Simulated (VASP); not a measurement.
The system is C.

```xyz
1
Lattice="-1.1826 1.1826 1.1826 1.1826 -1.1826 1.1826 1.1826 1.1826 -1.1826" Properties=species:S:1:pos:R:3 pbc="T T T"
C     0.0000    0.0000    0.0000
```

| Property | Result |
| --- | --- |
| Program | VASP 6.6.1 |
| Task | relaxation of cell and atoms |
| Functional | revPBE |
| Potentials or basis | VASP PAW PBE potentials, release 64 (C) |
| Cutoff | 600 eV |
| k mesh | 18 × 18 × 18 |
| Occupations | fermi-dirac, width 0.1 eV |
| Spin | no spin polarisation |

At the start: pressure 4.8 GPa; volume 6.62 Å³/atom.

Q: How do energy, volume and symmetry change on relaxing?

A: Over 3 steps the energy falls by 2.5 meV/atom and the volume is 6.79 Å³/atom (+2.6 %); space group Im-3m (No. 229, to 0.05 Å).

Step by step:
```tsv
step	energy change (eV)	largest force (eV/Å)	pressure (GPa)	volume (Å³)
1	0.0000	0.0000	4.75	6.62
2	-0.0025	0.0000	-0.44	6.81
3	-0.0025	0.0000	0.00	6.79
```

Final structure:
```
C
1.0
    -1.19280    1.19280    1.19280
     1.19280   -1.19280    1.19280
     1.19280    1.19280   -1.19280
C
1
Cartesian
  0.0000 0.0000 0.0000
```

Caveat: the PAW data sets were made with another functional, which shifts forces and pressure a little.
